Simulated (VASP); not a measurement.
# RbBr (Cmmm) in VASP: settings compared

RbBr is run at these levels: PBE, r2SCAN; tasks: single point.

All numbers are computed with VASP 6.6.1; they aren't measurements. Logs are shortened: lines on timing, memory, paths and dates and some standing lists are left out, and cuts for length are marked.

## Step 1: The cell of the first run

The structure is orthorhombic, space group Cmmm (No. 65). The conventional cell has a = 5.665 Å, b = 6.001 Å, c = 4.124 Å, α = 90.00°, β = 90.00°, γ = 90.00°. Within 4.6 Å of Rb (site symmetry mmm) lie 8 Br at 3.50 to 3.64 Å and 6 Rb at 4.12 to 4.13 Å. Within 4.6 Å of Br (site symmetry mmm) lie 8 Rb at 3.50 to 3.64 Å and 6 Br at 4.12 to 4.13 Å.

## Step 2: Single point, PBE (shear xy strain -5.8%)

INCAR reads:

```
SYSTEM = RbBr
ALGO     = Normal         ! electronic algorithm
EDIFF    = 1E-6           ! SCF threshold, eV
ENCUT    = 520            ! plane-wave cutoff, eV
GGA      = PE             ! functional
ISIF     = 2              ! what is computed and relaxed
ISMEAR   = 0              ! smearing method
LASPH    = .True.         ! aspherical terms in the spheres
LCHARG   = .False.        ! write CHGCAR
LREAL    = .False.        ! projectors in reciprocal space
LWAVE    = .False.        ! write WAVECAR
NBANDS   = 15             ! bands
NELM     = 80             ! most SCF steps
PREC     = Accurate       ! precision mode
SIGMA    = 0.01           ! smearing width, eV
```

KPOINTS reads:

```
k-points
0
Gamma
  4 4 4
  0 0 0
```

POSCAR reads:

```
RbBr
1.0
    4.1242532581     -0.1187784938      0.0000000000
   -0.1187784938      4.1242532581      0.0000000000
    0.0000000000      0.0000000000      4.1242532581
Rb Br
1 1
Direct
    0.0000000000      0.0000000000      0.0000000000
    0.5000000000      0.5000000000      0.5000000000
```

Potentials or basis: VASP PAW PBE potentials, release 64 (Rb_sv, Br).

Command:

```console
cat potpaw_PBE.64/Rb_sv/POTCAR potpaw_PBE.64/Br/POTCAR > POTCAR
mpirun -np 1 vasp_std > vasp.out
```

OUTCAR:

```text
SYSTEM = RbBr
   EDIFF = 1E-6
   ENCUT = 520
   GGA = PE
   ISIF = 2
   ISMEAR = 0
   LASPH = .True.
   LREAL = .False.
   NELM = 80
   PREC = Accurate

 ion  position               nearest neighbor table
   1  0.000  0.000  0.000-   2 3.50   2 3.50   2 3.50   2 3.50   2 3.64   2 3.64   2 3.64   2 3.64

   2  0.500  0.500  0.500-   1 3.50   1 3.50   1 3.50   1 3.50   1 3.64   1 3.64   1 3.64   1 3.64

  LATTYP: Found a base centered orthorhombic cell.
 ALAT       =     5.6645967354
 B/A-ratio  =     1.0593080725
 C/A-ratio  =     0.7280753513

  Lattice vectors:

 A1 = (   4.1242532581,  -0.1187784938,   0.0000000000)
 A2 = (  -0.1187784938,   4.1242532581,   0.0000000000)
 A3 = (   0.0000000000,   0.0000000000,   4.1242532581)

Analysis of symmetry for initial positions (statically):
=====================================================================
 Subroutine PRICEL returns:
 Original cell was already a primitive cell.

 Routine SETGRP: Setting up the symmetry group for a
 base centered orthorhombic supercell.

 Subroutine GETGRP returns: Found  8 space group operations
 (whereof  8 operations were pure point group operations)
 out of a pool of  8 trial point group operations.

The static configuration has the point symmetry D_2h.

Analysis of symmetry for dynamics (positions and initial velocities):
=====================================================================
 Subroutine PRICEL returns:
 Original cell was already a primitive cell.

 Routine SETGRP: Setting up the symmetry group for a
 base centered orthorhombic supercell.

 Subroutine GETGRP returns: Found  8 space group operations
 (whereof  8 operations were pure point group operations)
 out of a pool of  8 trial point group operations.

The dynamic configuration has the point symmetry D_2h.

 Subroutine INISYM returns: Found  8 space group operations
 (whereof  8 operations are pure point group operations),
 and found     1 'primitive' translations

----------------------------------------------------------------------------------------

                                     Primitive cell

  volume of cell :      70.0932

  direct lattice vectors                    reciprocal lattice vectors
     4.124253258 -0.118778494  0.000000000     0.242669416  0.006988879  0.000000000
    -0.118778494  4.124253258  0.000000000     0.006988879  0.242669416  0.000000000
     0.000000000  0.000000000  4.124253258     0.000000000  0.000000000  0.242468136

  length of vectors
     4.125963314  4.125963314  4.124253258     0.242770035  0.242770035  0.242468136

  position of ions in fractional coordinates (direct lattice)
[... 8 lines left out ...]
----------------------------------------------------------------------------------------

 KPOINTS: k-points

Automatic generation of k-mesh.
 Grid dimensions read from file:
 generate k-points for:    4    4    4

 Generating k-lattice:

  Cartesian coordinates                     Fractional coordinates (reciprocal lattice)
     0.060667354  0.001747220  0.000000000     0.250000000  0.000000000  0.000000000
     0.001747220  0.060667354  0.000000000     0.000000000  0.250000000  0.000000000
     0.000000000  0.000000000  0.060617034     0.000000000  0.000000000  0.250000000

  Length of vectors
     0.060692509  0.060692509  0.060617034

  Shift w.r.t. Gamma in fractional coordinates (k-lattice)
     0.000000000  0.000000000  0.000000000

 Subroutine IBZKPT returns following result:
 ===========================================

 Found     21 irreducible k-points:

 Following reciprocal coordinates:
            Coordinates               Weight
  0.000000  0.000000  0.000000      1.000000
  0.250000  0.000000  0.000000      4.000000
  0.500000  0.000000  0.000000      2.000000
  0.250000  0.250000  0.000000      2.000000
  0.500000  0.250000  0.000000      4.000000
 -0.250000  0.250000  0.000000      2.000000
[... 13 lines left out ...]
 -0.250000  0.250000  0.500000      2.000000
  0.500000  0.500000  0.500000      1.000000
   k-points           NKPTS =     21   k-points in BZ     NKDIM =     21   number of bands    NBANDS=     15
   number of dos      NEDOS =    301   number of ions     NIONS =      2
   total plane-waves  NPLWV =  32768
   dimension x,y,z NGX =    32 NGY =   32 NGZ =   32
   dimension x,y,z NGXF=    64 NGYF=   64 NGZF=   64
   ions per type =               1   1
   NGX,Y,Z   is equivalent  to a cutoff of  12.89, 12.89, 12.90 a.u.
   NGXF,Y,Z  is equivalent  to a cutoff of  25.79, 25.79, 25.80 a.u.
 SYSTEM =  RbBr
   PREC   = accura    normal or accurate (medium, high low for compatibility)
   ISTART =      0    job   : 0-new  1-cont  2-samecut
   ICHARG =      2    charge: 1-file 2-atom 10-const
   ISPIN  =      1    spin polarized calculation?
   LNONCOLLINEAR =      F non collinear calculations
   LSORBIT =      F    spin-orbit coupling
   LASPH  =      T    aspherical Exc in radial PAW
   ENCUT  =  520.0 eV  38.22 Ry    6.18 a.u.   7.67  7.67  7.67*2*pi/ulx,y,z
   NELM   =     80;   NELMIN=  2; NELMDL= -5     # of ELM steps
   EDIFF  = 0.1E-05   stopping-criterion for ELM
   LREAL  =      F    real-space projection
[... 7 lines left out ...]
   TEBEG  =    0.0;   TEEND  =   0.0 temperature during run
   PSTRESS=    0.0 pullay stress
   NELECT =      16.0000    total number of electrons
   NUPDOWN=      -1.0000    fix difference up-down
   EMIN   =  10.00;   EMAX   =-10.00  energy-range for DOS
   EFERMI =   0.00;   METHOD = LEGACY
   ISMEAR =     0;   SIGMA  =   0.01  broadening in eV -4-tet -1-fermi 0-gaus
   EFERMI_NEDOS =   21; number of points for ismear=-14 and -15
   IALGO  =     38    algorithm
   IMIX   =      4    mixing-type and parameters
     AMIX     =   0.40;   BMIX     =  1.00
     AMIX_MAG =   1.60;   BMIX_MAG =  1.00
  volume/ion in A,a.u.               =      35.05       236.51
  Fermi-wavevector in a.u.,A,eV,Ry     =   1.000514  1.890696 13.619803  1.001027
  Thomas-Fermi vector in A             =   2.132875
   LORBIT       =      0    0 simple, 1 ext, 2 COOP (PROOUT), +10 PAW based schemes
   GGA     = PE    functional components
   LHFCALC =     F    Hartree Fock is set to
   AEXX    =    0.0000 exact exchange contribution
   IVDW    =     0    specifies the selected vdW correction
   LEPSILON=     F    determine dielectric tensor
   LRPA    =     F    only Hartree local field effects (RPA)
 non-spin polarized calculation
 Gauss-broadening in eV      SIGMA  =   0.01
  energy-cutoff  :      520.00
  volume of cell :       70.09
 maximum number of plane-waves:      1901
 NGX is ok and might be reduce to    32
   NGX = 15   NGY = 15   NGZ = 15

 number of electron      16.0000003 magnetization

 Free energy of the ion-electron system (eV)
  ---------------------------------------------------
  ext. energy  EPLUGINS =         0.00000000
  ---------------------------------------------------
  free energy    TOTEN  =        -5.98745438 eV

  energy without entropy =       -5.98745438  energy(sigma->0) =       -5.98745438

 E-fermi :  -0.5208     XC(G=0):  -7.9352

 val. band max:       -0.6562232824   @ k =   0.5000   0.0000   0.5000
 cond. band min:       3.4329226750   @ k =   0.0000   0.0000   0.0000
 fundamental gap:      4.0891459574
 Fermi energy:        -0.5207693098

 k-point     1 :       0.0000    0.0000    0.0000
  band No.  band energies     occupation
      1     -25.7503      2.00000
      2     -13.2754      2.00000
      3      -9.7421      2.00000
      4      -9.7342      2.00000
      5      -9.7291      2.00000
      6      -0.8241      2.00000
      7      -0.8090      2.00000
      8      -0.7893      2.00000
      9       3.4329      0.00000
     10       4.9200      0.00000
     11       4.9407      0.00000
     12       9.0927      0.00000
     13       9.2037      0.00000
     14       9.4729      0.00000
     15      12.0208      0.00000

 k-point     2 :       0.2500    0.0000    0.0000
  band No.  band energies     occupation
      1     -25.7400      2.00000
      2     -13.2740      2.00000
      3      -9.8059      2.00000
      4      -9.7103      2.00000
      5      -9.7093      2.00000
      6      -1.7130      2.00000
      7      -0.8485      2.00000
      8      -0.8472      2.00000
      9       4.7193      0.00000
     10       5.3923      0.00000
     11       6.1368      0.00000
     12       9.0100      0.00000
     13       9.0802      0.00000
     14       9.6124      0.00000
     15       9.9183      0.00000

 k-point     3 :       0.5000    0.0000    0.0000
  band No.  band energies     occupation
      1     -25.7296      2.00000
      2     -13.2756      2.00000
      3      -9.8667      2.00000
      4      -9.6861      2.00000
      5      -9.6802      2.00000
      6      -2.3772      2.00000
      7      -0.8905      2.00000
      8      -0.8904      2.00000
      9       6.2484      0.00000
     10       6.4405      0.00000
     11       6.9810      0.00000
     12       8.0561      0.00000
     13       9.1940      0.00000
     14       9.2489      0.00000
     15      10.0979      0.00000
[... 289 lines left out ...]
 k-point    20 :      -0.2500    0.2500    0.5000
  band No.  band energies     occupation
      1     -25.7111      2.00000
      2     -13.1192      2.00000
      3      -9.9503      2.00000
      4      -9.8581      2.00000
      5      -9.8160      2.00000
      6      -1.9926      2.00000
      7      -1.5280      2.00000
      8      -1.2521      2.00000
      9       6.0164      0.00000
     10       6.6412      0.00000
     11       6.9140      0.00000
     12       8.3626      0.00000
     13       8.5850      0.00000
     14       8.9220      0.00000
     15      11.4028      0.00000

 k-point    21 :       0.5000    0.5000    0.5000
  band No.  band energies     occupation
      1     -25.6928      2.00000
      2     -12.9828      2.00000
      3      -9.9788      2.00000
      4      -9.9542      2.00000
      5      -9.9399      2.00000
      6      -2.0031      2.00000
      7      -1.9984      2.00000
      8      -1.9850      2.00000
      9       7.3227      0.00000
     10       7.5977      0.00000
     11       7.8720      0.00000
     12       8.4617      0.00000
     13       8.7199      0.00000
     14       9.0027      0.00000
     15      11.4737      0.00000

------------------------ aborting loop because EDIFF is reached ----------------------------------------

  FORCE on cell =-STRESS in cart. coord.  units (eV):
  Direction    XX          YY          ZZ          XY          YZ          ZX
  --------------------------------------------------------------------------------------
  -------------------------------------------------------------------------------------
  Total        0.4215688      0.4215688      0.4294186      0.1708589      0.0000000      0.0000000
  in kB        9.6361469      9.6361469      9.8155777      3.9054642      0.0000000      0.0000000
  external PRESSURE =       9.6959572 kB  Pullay stress =       0.0000000 kB

 VOLUME and BASIS-vectors are now :
 -----------------------------------------------------------------------------
  energy-cutoff  :      520.00
  volume of cell :       70.09
      direct lattice vectors                 reciprocal lattice vectors
     4.124253258 -0.118778494  0.000000000     0.242669416  0.006988879  0.000000000
    -0.118778494  4.124253258  0.000000000     0.006988879  0.242669416  0.000000000
     0.000000000  0.000000000  4.124253258     0.000000000  0.000000000  0.242468136

 POSITION                                       TOTAL-FORCE (eV/Angst)
 -----------------------------------------------------------------------------------
      0.00000      0.00000      0.00000        -0.000000      0.000000      0.000000
      2.00274      2.00274      2.06213         0.000000      0.000000      0.000000
 -----------------------------------------------------------------------------------
    total drift:                                0.000000      0.000000     -0.000000

  FREE ENERGIE OF THE ION-ELECTRON SYSTEM (eV)
  ---------------------------------------------------
  free  energy   TOTEN  =        -5.9874543774 eV

  energy  without entropy=       -5.9874543774  energy(sigma->0) =       -5.98745438
```

Wall time 13 s (1 thread of Intel Xeon Platinum 8375C at 2.90GHz (Ice Lake), shared host); peak memory 0.18 GiB.

Results:

```
Free energy            : -5.9875 eV
Pressure               : 1.0 GPa
Band gap on the k mesh : 4.09 eV, indirect (least direct gap 4.22 eV)
```

Stress tensor (GPa, compression positive):
```
0.96 0.39 0.00
0.39 0.96 0.00
0.00 0.00 0.98
```

Levels at points of the mesh, in eV from the valence-band top:
| k point | band 6 | band 7 | band 8 | band 9 | band 10 | band 11 |
| --- | --- | --- | --- | --- | --- | --- |
| (0.00, 0.00, 0.00) | -0.17 | -0.15 | -0.13 | 4.09 | 5.58 | 5.60 |
| (0.50, 0.00, 0.00) | -1.72 | -0.23 | -0.23 | 6.90 | 7.10 | 7.64 |
| (0.50, 0.50, 0.00) | -1.10 | -0.99 | 0.00 | 5.32 | 6.23 | 7.94 |
| (0.00, 0.00, 0.50) | -1.72 | -0.32 | -0.14 | 6.90 | 7.11 | 7.62 |
| (0.50, 0.00, 0.50) | -1.05 | -1.04 | 0.00 | 5.31 | 6.21 | 7.99 |
| (0.50, 0.50, 0.50) | -1.35 | -1.34 | -1.33 | 7.98 | 8.25 | 8.53 |

Caveat: the cell differs from its parent crystal (shear xy strain -5.8%).

## Step 3: Single point, PBE (shear xy strain -5.8%)

INCAR reads:

```
PREC = Accurate
ENCUT = 520
EDIFF = 1E-6
ISMEAR = -1
SIGMA = 0.02
LREAL = False
LASPH = True
NELM = 100
ALGO = Normal
ISIF = 2
LWAVE = False
LCHARG = False
GGA = PE
NBANDS = 15
```

KPOINTS reads:

```
Automatic mesh
0
Gamma
  6 6 6
```

POSCAR is that of step 2.

Potentials or basis: VASP PAW PBE potentials, release 64 (Rb_sv, Br).

Command:

```console
cat potpaw_PBE.64/Rb_sv/POTCAR potpaw_PBE.64/Br/POTCAR > POTCAR
mpirun -np 1 vasp_std > vasp.out
```

Wall time 29 s (1 thread of Intel Xeon Platinum 8375C at 2.90GHz (Ice Lake), shared host); peak memory 0.21 GiB.

Results (log left out):

```yaml
Free_energy: -5.9900 eV
Pressure: 0.9 GPa
Band_gap_on_the_k_mesh: 4.09 eV, indirect (least direct gap 4.22 eV)
```

Stress tensor (GPa, compression positive):
```
0.93 0.39 0.00
0.39 0.93 0.00
0.00 0.00 0.95
```

Levels at points of the mesh, in eV from the valence-band top:
| k point | band 4 | band 5 | band 6 | band 7 | band 8 | band 9 | band 10 | band 11 | band 12 | band 13 |
| --- | --- | --- | --- | --- | --- | --- | --- | --- | --- | --- |
| (0.00, 0.00, 0.00) | -9.07 | -9.07 | -0.17 | -0.15 | -0.13 | 4.09 | 5.58 | 5.60 | 9.75 | 9.86 |
| (0.50, 0.00, 0.00) | -9.03 | -9.02 | -1.72 | -0.23 | -0.23 | 6.91 | 7.10 | 7.64 | 8.71 | 9.85 |
| (0.50, 0.50, 0.00) | -9.37 | -8.99 | -1.10 | -0.99 | 0.00 | 5.32 | 6.24 | 7.94 | 8.00 | 10.60 |
| (0.00, 0.00, 0.50) | -9.03 | -9.03 | -1.72 | -0.32 | -0.14 | 6.91 | 7.11 | 7.62 | 8.73 | 9.58 |
| (0.50, 0.00, 0.50) | -9.38 | -9.00 | -1.05 | -1.04 | 0.00 | 5.31 | 6.22 | 7.99 | 8.00 | 10.81 |
| (0.50, 0.50, 0.50) | -9.29 | -9.28 | -1.35 | -1.34 | -1.33 | 7.98 | 8.26 | 8.53 | 9.12 | 9.38 |

Caveat: the cell differs from its parent crystal (shear xy strain -5.8%).

(Continued in part 2 of 2.)
